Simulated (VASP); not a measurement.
Runs of VASP 6.6.1 on SnCl3. The structure is that of space group Pm-3m (No. 221), or close to it. The cells are those of the table. The cell was generated, and may not be a known phase.

| task | cell | k mesh | cutoff (eV) | gap on the mesh (eV) | pressure (GPa) |
| --- | --- | --- | --- | --- | --- |
| single point | a = 5.221 Å, 4 atoms | 10 × 10 × 10 | 520 | none | -0.1 |
| relaxation of cell and atoms | relaxed from a = 4.971 Å, 4 atoms | 4 × 4 × 4 | 600 | none | 0.0 |
| single point | a = 5.004 Å, 4 atoms | 10 × 10 × 10 | 520 | none | 5.6 |
| single point | a = 5.214 Å, 4 atoms | 4 × 4 × 4 | 520 | none | 0.0 |
| single point | a = 4.971 Å, 4 atoms | 4 × 4 × 4 | 520 | none | 6.6 |
| single point | a = 5.060 Å, 4 atoms | 10 × 10 × 10 | 520 | none | 3.8 |
| single point | a = 5.169 Å, 4 atoms | 10 × 10 × 10 | 520 | none | 1.0 |
| single point | a = 5.324 Å, 4 atoms | 10 × 10 × 10 | 520 | none | (c) |
| single point | a = 5.115 Å, 4 atoms | 10 × 10 × 10 | 520 | none | (b) |
| single point | a = 5.273 Å, 4 atoms | 10 × 10 × 10 | 520 | none | (a) |

Alike in all rows: level PBE; potentials or basis VASP PAW PBE potentials, release 64 (Sn_d, Cl); no spin polarisation; smearing gaussian 0.1 eV.

Question: Fill in the values left out.

Answer: (a) -1.0; (b) 2.3; (c) -1.7.

Caveats: spin-orbit coupling is left out, which moves the levels of the heavy elements; an odd number of electrons without spin polarisation forces a metal; a magnetic or distorted state may lie lower; the cell stands under pressure (at least some runs).

A k mesh can miss the band edges, and the runs leave out spin-orbit coupling on Sn.

A gap of «none» marks levels without a gap at the run's occupations.
